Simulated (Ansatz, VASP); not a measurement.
## BP in VASP and in Ansatz

```
P B
1.0
     0.00000    2.28403    2.28403
     2.28403    0.00000    2.28403
     2.28403    2.28403    0.00000
P B
1 1
Direct
  0.75000 0.75000 0.75000
  0.00000 0.00000 0.00000
```

Alike in both runs: task single point; functional PBEsol-based global hybrid; k mesh 5 × 5 × 5; occupations fermi-dirac, width 0.05 eV; no spin polarisation.

|  | VASP | Ansatz |
| --- | --- | --- |
| version | VASP 6.6.1 | Ansatz 0.2.0 |
| potentials or method | VASP PAW PBE potentials, release 64 (P, B) | Ansatz PAW |
| plane-wave cutoff (eV) | 520 | 420 |
| valence electrons in the cell | 8 | 8 |

|  | VASP | Ansatz | Ansatz less VASP |
| --- | --- | --- | --- |
| gap on the k mesh at the Fermi level (eV) | 2.67 | 2.63 | -0.036 |
| least direct gap on the mesh (eV) | 5.02 | 4.98 | -0.038 |
| pressure (GPa) | -6.9 | -6.6 | +0.36 |

VASP's potentials were made for PBE, not for PBEsol-based global hybrid. The functional is the same, so the differences come from potentials, cutoffs and numerics.

The k mesh is coarse, so the values compare programs but aren't converged. Noted on Ansatz's run: odd divisions of the mesh miss points on the zone boundary, where band edges often lie, so the gap on the mesh can be too wide.
